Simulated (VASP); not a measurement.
# ZrC (Fm-3m) in VASP: notebook

Runs on ZrC. Level: LDA. Tasks: single point, relaxation of cell and atoms.

Program: VASP 6.6.1. These are calculated values, not measurements. Logs are shortened: lines on timing, memory, paths and dates and some standing lists are left out, and cuts for length are marked.

### 1 The cell of the first run

It takes space group Fm-3m (No. 225, cubic). Conventional cell: a = 4.642 Å, b = 4.642 Å, c = 4.642 Å, α = 90.00°, β = 90.00°, γ = 90.00°. Within 3.1 Å of Zr (site symmetry m-3m) lie 6 C at 2.32 Å. C (site symmetry m-3m) has 6 Zr at 2.32 Å within 3.1 Å.

### 2 Single point, LDA

File INCAR:

```
SYSTEM = ZrC
PREC     = Accurate       ! precision mode
ENCUT    = 520            ! plane-wave cutoff, eV
EDIFF    = 1E-6           ! SCF threshold, eV
ISMEAR   = 0              ! smearing method
SIGMA    = 0.1            ! smearing width, eV
LREAL    = .False.        ! projectors in reciprocal space
LASPH    = .True.         ! aspherical terms in the spheres
NELM     = 80             ! most SCF steps
ALGO     = Normal         ! electronic algorithm
ISIF     = 2              ! what is computed and relaxed
LWAVE    = .False.        ! write WAVECAR
LCHARG   = .True.         ! write CHGCAR
GGA      = CA             ! functional
LELF     = .True.         ! ELF
LVHAR    = .True.       
NBANDS   = 15             ! bands
```

File KPOINTS:

```
regular mesh
0
Gamma
  8 8 8
  0 0 0
```

File POSCAR:

```
ZrC
1.0
    0.0000000000      2.3207599043      2.3207599043
    2.3207599043      0.0000000000      2.3207599043
    2.3207599043      2.3207599043      0.0000000000
Zr C
1 1
Direct
    0.5000000000      0.5000000000      0.5000000000
    0.0000000000      0.0000000000      0.0000000000
```

Potentials or basis: VASP PAW LDA potentials, release 64 (Zr_sv, C).

Launch:

```sh
$ cat potpaw_LDA.64/Zr_sv/POTCAR potpaw_LDA.64/C/POTCAR > POTCAR
$ mpirun -np 1 vasp_std > vasp.out
```

OUTCAR:

```text
SYSTEM = ZrC
   PREC = Accurate
   ENCUT = 520
   EDIFF = 1E-6
   ISMEAR = 0
   LREAL = .False.
   LASPH = .True.
   NELM = 80
   ISIF = 2
   GGA = CA

 ion  position               nearest neighbor table
   1  0.500  0.500  0.500-   2 2.32   2 2.32   2 2.32   2 2.32   2 2.32   2 2.32
   2  0.000  0.000  0.000-   1 2.32   1 2.32   1 2.32   1 2.32   1 2.32   1 2.32

  LATTYP: Found a face centered cubic cell.
 ALAT       =     4.6415198086

  Lattice vectors:

 A1 = (   0.0000000000,   2.3207599043,   2.3207599043)
 A2 = (   2.3207599043,   0.0000000000,   2.3207599043)
 A3 = (   2.3207599043,   2.3207599043,   0.0000000000)

Analysis of symmetry for initial positions (statically):
=====================================================================
 Subroutine PRICEL returns:
 Original cell was already a primitive cell.

 Routine SETGRP: Setting up the symmetry group for a
 face centered cubic supercell.

 Subroutine GETGRP returns: Found 48 space group operations
 (whereof 48 operations were pure point group operations)
 out of a pool of 48 trial point group operations.

The static configuration has the point symmetry O_h .

Analysis of symmetry for dynamics (positions and initial velocities):
=====================================================================
 Subroutine PRICEL returns:
 Original cell was already a primitive cell.

 Routine SETGRP: Setting up the symmetry group for a
 face centered cubic supercell.

 Subroutine GETGRP returns: Found 48 space group operations
 (whereof 48 operations were pure point group operations)
 out of a pool of 48 trial point group operations.

The dynamic configuration has the point symmetry O_h .

 Subroutine INISYM returns: Found 48 space group operations
 (whereof 48 operations are pure point group operations),
 and found     1 'primitive' translations

----------------------------------------------------------------------------------------

                                     Primitive cell

  volume of cell :      24.9989

  direct lattice vectors                    reciprocal lattice vectors
     0.000000000  2.320759904  2.320759904    -0.215446673  0.215446673  0.215446673
     2.320759904  0.000000000  2.320759904     0.215446673 -0.215446673  0.215446673
     2.320759904  2.320759904  0.000000000     0.215446673  0.215446673 -0.215446673

  length of vectors
     3.282050132  3.282050132  3.282050132     0.373164584  0.373164584  0.373164584

  position of ions in fractional coordinates (direct lattice)
     0.500000000  0.500000000  0.500000000
     0.000000000  0.000000000  0.000000000

  ion indices of the primitive-cell ions
   primitive index   ion index
                 1           1
                 2           2

----------------------------------------------------------------------------------------
[... 87 lines left out ...]
   IALGO  =     38    algorithm
   IMIX   =      4    mixing-type and parameters
     AMIX     =   0.40;   BMIX     =  1.00
     AMIX_MAG =   1.60;   BMIX_MAG =  1.00
  volume/ion in A,a.u.               =      12.50        84.35
  Fermi-wavevector in a.u.,A,eV,Ry     =   1.410830  2.666082 27.081589  1.990441
  Thomas-Fermi vector in A             =   2.532743
   LORBIT       =      0    0 simple, 1 ext, 2 COOP (PROOUT), +10 PAW based schemes
   GGA     = CA    functional components
   LHFCALC =     F    Hartree Fock is set to
   AEXX    =    0.0000 exact exchange contribution
   IVDW    =     0    specifies the selected vdW correction
   LEPSILON=     F    determine dielectric tensor
   LRPA    =     F    only Hartree local field effects (RPA)
 non-spin polarized calculation
 Gauss-broadening in eV      SIGMA  =   0.10
  energy-cutoff  :      520.00
  volume of cell :       25.00
 maximum number of plane-waves:       692
   NGX = 13   NGY = 13   NGZ = 13

 number of electron      16.0000000 magnetization

 Free energy of the ion-electron system (eV)
  ---------------------------------------------------
  ext. energy  EPLUGINS =         0.00000000
  ---------------------------------------------------
  free energy    TOTEN  =       -21.27617488 eV

  energy without entropy =      -21.27407890  energy(sigma->0) =      -21.27512689

 E-fermi :   9.8417     XC(G=0): -12.5432

 val. band max:        9.8092889453   @ k =   0.1250   0.1250   0.0000
 cond. band min:      10.0135140892   @ k =   0.5000   0.5000   0.0000
 fundamental gap:      0.2042251439
 Fermi energy:         9.8416901109

 k-point     1 :       0.0000    0.0000    0.0000
  band No.  band energies     occupation
      1     -37.7707      2.00000
      2     -15.6021      2.00000
      3     -15.6021      2.00000
      4     -15.6021      2.00000
      5      -1.3866      2.00000
      6      10.8464      0.00000
      7      10.8464      0.00000
      8      10.8464      0.00000
      9      10.9396      0.00000
     10      10.9396      0.00000
     11      10.9396      0.00000
     12      12.7982      0.00000
     13      12.7982      0.00000
     14      17.7273      0.00000
[... 401 lines left out ...]
      2     -16.4470      2.00000
      3     -15.9529      2.00000
      4     -15.7802      2.00000
      5       1.1619      2.00000
      6       5.5323      2.00000
      7       7.3405      2.00000
      8       7.4094      2.00000
      9      13.3620      0.00000
     10      13.7998      0.00000
     11      15.3580      0.00000
     12      18.3410      0.00000
     13      19.0641      0.00000
     14      20.4905      0.00000
     15      23.9542      0.00000

 [... further k-points ...]

------------------------ aborting loop because EDIFF is reached ----------------------------------------

  FORCE on cell =-STRESS in cart. coord.  units (eV):
  Direction    XX          YY          ZZ          XY          YZ          ZX
  --------------------------------------------------------------------------------------
  -------------------------------------------------------------------------------------
  Total        0.1001124      0.1001124      0.1001124     -0.0000000     -0.0000000      0.0000000
  in kB        6.4162008      6.4162008      6.4162008     -0.0000000     -0.0000000      0.0000000
  external PRESSURE =       6.4162008 kB  Pullay stress =       0.0000000 kB

 VOLUME and BASIS-vectors are now :
 -----------------------------------------------------------------------------
  energy-cutoff  :      520.00
  volume of cell :       25.00
      direct lattice vectors                 reciprocal lattice vectors
     0.000000000  2.320759904  2.320759904    -0.215446673  0.215446673  0.215446673
     2.320759904  0.000000000  2.320759904     0.215446673 -0.215446673  0.215446673
     2.320759904  2.320759904  0.000000000     0.215446673  0.215446673 -0.215446673

 POSITION                                       TOTAL-FORCE (eV/Angst)
 -----------------------------------------------------------------------------------
      2.32076      2.32076      2.32076        -0.000000      0.000000     -0.000000
      0.00000      0.00000      0.00000         0.000000     -0.000000      0.000000
 -----------------------------------------------------------------------------------
    total drift:                                0.000000     -0.000000      0.000000

  FREE ENERGIE OF THE ION-ELECTRON SYSTEM (eV)
  ---------------------------------------------------
  free  energy   TOTEN  =       -21.2761748782 eV

  energy  without entropy=      -21.2740789019  energy(sigma->0) =      -21.27512689
```

stdout:

```text
POSCAR found type information on POSCAR ZrC
 POSCAR found :  2 types and       2 ions
 scaLAPACK will be used
 LDA part: xc-table for (Slater(with rela. corr.)+CA(PZ))
 , standard interpolation
 POSCAR, INCAR and KPOINTS ok, starting setup
 FFT: planning ... GRIDC
 FFT: planning ... GRID_SOFT
 FFT: planning ... GRID
 WAVECAR not read
 entering main loop
```

Run time: 7.5 s. Hardware: 1 thread of Intel Xeon 6975P-C, shared host; peak memory 0.13 GiB.

What came out:

- Free energy: -21.2762 eV
- Pressure: 0.6 GPa
- Band gap on the k mesh: zero (band 8 reaches 10.85 eV, above the bottom of band 9 at 9.52 eV)

Levels at points of the mesh, in eV from the Fermi level:
| k point | band 5 | band 6 | band 7 | band 8 | band 9 | band 10 | band 11 | band 12 |
| --- | --- | --- | --- | --- | --- | --- | --- | --- |
| (0.00, 0.00, 0.00) | -11.23 | 1.00 | 1.00 | 1.00 | 1.10 | 1.10 | 1.10 | 2.96 |
| (0.50, 0.00, 0.00) | -7.89 | -5.40 | -3.01 | -3.01 | 4.71 | 4.71 | 5.58 | 6.78 |
| (0.50, 0.50, 0.00) | -10.08 | -1.90 | -1.88 | 0.17 | 0.17 | 4.70 | 5.96 | 5.96 |

### 3 Relaxation of cell and atoms, LDA

This run uses another cell than the first one, of 13.23 Å³/atom, 1.058 times its volume.

File INCAR:

```
SYSTEM = ZrC
PREC = Accurate ; ENCUT = 600
EDIFF = 1E-6 ; ISMEAR = 0
SIGMA = 0.1 ; LREAL = .False.
LASPH = .True. ; NELM = 100
ALGO = Normal ; ISIF = 3
LWAVE = .False. ; LCHARG = .False.
IBRION = 2 ; NSW = 100
EDIFFG = -0.05
```

KPOINTS is that of step 2.

File POSCAR:

```
ZrC
1.0
    0.0000000000      2.3650000000      2.3650000000
    2.3650000000      0.0000000000      2.3650000000
    2.3650000000      2.3650000000      0.0000000000
Zr C
1 1
Direct
    0.5000000000      0.5000000000      0.5000000000
    0.0000000000      0.0000000000      0.0000000000
```

Potentials or basis: VASP PAW LDA potentials, release 64 (Zr_sv, C).

Launch:

```sh
$ cat potpaw_LDA.64/Zr_sv/POTCAR potpaw_LDA.64/C/POTCAR > POTCAR
$ mpirun -np 1 vasp_std > vasp.out
```

OUTCAR:

```text
SYSTEM = ZrC
   PREC = Accurate
   ENCUT = 600
   EDIFF = 1E-6
   ISMEAR = 0
   LREAL = .False.
   LASPH = .True.
   NELM = 100
   ISIF = 3
   IBRION = 2
   NSW = 100
   EDIFFG = -0.05

 ion  position               nearest neighbor table
   1  0.500  0.500  0.500-   2 2.37   2 2.37   2 2.37   2 2.37   2 2.37   2 2.37
   2  0.000  0.000  0.000-   1 2.37   1 2.37   1 2.37   1 2.37   1 2.37   1 2.37

  LATTYP: Found a face centered cubic cell.
 ALAT       =     4.7300000000

  Lattice vectors:

 A1 = (   0.0000000000,   2.3650000000,   2.3650000000)
 A2 = (   2.3650000000,   0.0000000000,   2.3650000000)
 A3 = (   2.3650000000,   2.3650000000,   0.0000000000)

Analysis of symmetry for initial positions (statically):
=====================================================================
 Subroutine PRICEL returns:
 Original cell was already a primitive cell.

 Routine SETGRP: Setting up the symmetry group for a
 face centered cubic supercell.

 Subroutine GETGRP returns: Found 48 space group operations
 (whereof 48 operations were pure point group operations)
 out of a pool of 48 trial point group operations.

The static configuration has the point symmetry O_h .

Analysis of symmetry for dynamics (positions and initial velocities):
=====================================================================
 Subroutine PRICEL returns:
 Original cell was already a primitive cell.

 Routine SETGRP: Setting up the symmetry group for a
 face centered cubic supercell.
[... 164 lines left out ...]
  external PRESSURE =    -120.2077265 kB  Pullay stress =       0.0000000 kB
[... 23 lines left out ...]
--------------------------------------- Ionic step        2  -------------------------------------------

 number of electron      16.0000000 magnetization

 E-fermi :  10.9878     XC(G=0): -12.9942

 val. band max:       10.9732515595   @ k =   0.3750   0.3750   0.0000
 cond. band min:      11.2586651083   @ k =   0.5000   0.5000   0.0000
 fundamental gap:      0.2854135489
 Fermi energy:        10.9878198825

 k-point     1 :       0.0000    0.0000    0.0000
  band No.  band energies     occupation
      1     -36.3369      2.00000
      2     -14.0748      2.00000
      3     -14.0748      2.00000
      4     -14.0748      2.00000
      5      -0.5503      2.00000
      6      11.9852      0.00000
      7      11.9852      0.00000
      8      11.9852      0.00000
      9      12.0734      0.00000
     10      12.0734      0.00000
     11      12.0734      0.00000
     12      14.1824      0.00000
[... 380 lines left out ...]
--------------------------------------- Ionic step        3  -------------------------------------------

 number of electron      16.0000000 magnetization

 Free energy of the ion-electron system (eV)
  ---------------------------------------------------
  ext. energy  EPLUGINS =         0.00000000
  ---------------------------------------------------
  free energy    TOTEN  =       -21.27877860 eV

  energy without entropy =      -21.27669012  energy(sigma->0) =      -21.27773436

 E-fermi :   9.7964     XC(G=0): -12.5249

 val. band max:        9.7658040327   @ k =   0.1250   0.1250   0.0000
 cond. band min:       9.9639751482   @ k =   0.5000   0.5000   0.0000
 fundamental gap:      0.1981711155
 Fermi energy:         9.7963891990

 k-point     1 :       0.0000    0.0000    0.0000
  band No.  band energies     occupation
      1     -37.8295      2.00000
      2     -15.6641      2.00000
      3     -15.6641      2.00000
      4     -15.6641      2.00000
      5      -1.4198      2.00000
      6      10.8003      0.00000
      7      10.8003      0.00000
      8      10.8003      0.00000
      9      10.8938      0.00000
     10      10.8938      0.00000
     11      10.8938      0.00000
     12      12.7427      0.00000
[... 374 lines left out ...]
  FREE ENERGIE OF THE ION-ELECTRON SYSTEM (eV)
  ---------------------------------------------------
  free  energy   TOTEN  =       -21.2787785957 eV

  energy  without entropy=      -21.2766901246  energy(sigma->0) =      -21.27773436

 reached required accuracy - stopping structural energy minimisation
```

It took 27 s on 1 thread of Intel Xeon 6975P-C, shared host; peak memory 0.16 GiB.

What came out:

```
Free energy                            : -21.2788 eV
Relaxed volume                         : 12.55 Å³/atom
Relaxed cell                           : a = 3.286 Å, b = 3.286 Å, c = 3.286 Å, α = 60.00°, β = 60.00°, γ = 60.00°
Space group after relaxing (to 0.05 Å) : Fm-3m (No. 225)
Energy gained by relaxing              : 27.5 meV/atom
Ionic steps                            : 3
Pressure after relaxing                : -0.4 GPa
Band gap on the k mesh                 : zero (band 8 reaches 10.80 eV, above the bottom of band 9 at 9.47 eV)
```

The path:
```csv
step,energy change (eV),largest force (eV/Å),pressure (GPa),volume (Å³)
1,0.0000,0.0000,-12.02,26.46
2,0.1210,0.0000,27.48,22.83
3,-0.0550,0.0000,-0.38,25.09
```

Final structure:
```
Zr C
1.0
     0.00000    2.32363    2.32363
     2.32363    0.00000    2.32363
     2.32363    2.32363    0.00000
Zr C
1 1
Direct
  0.50000 0.50000 0.50000
  0.00000 0.00000 0.00000
```

LDA usually gives volumes a few per cent too small. Zero-point motion and thermal expansion aren't in these numbers.
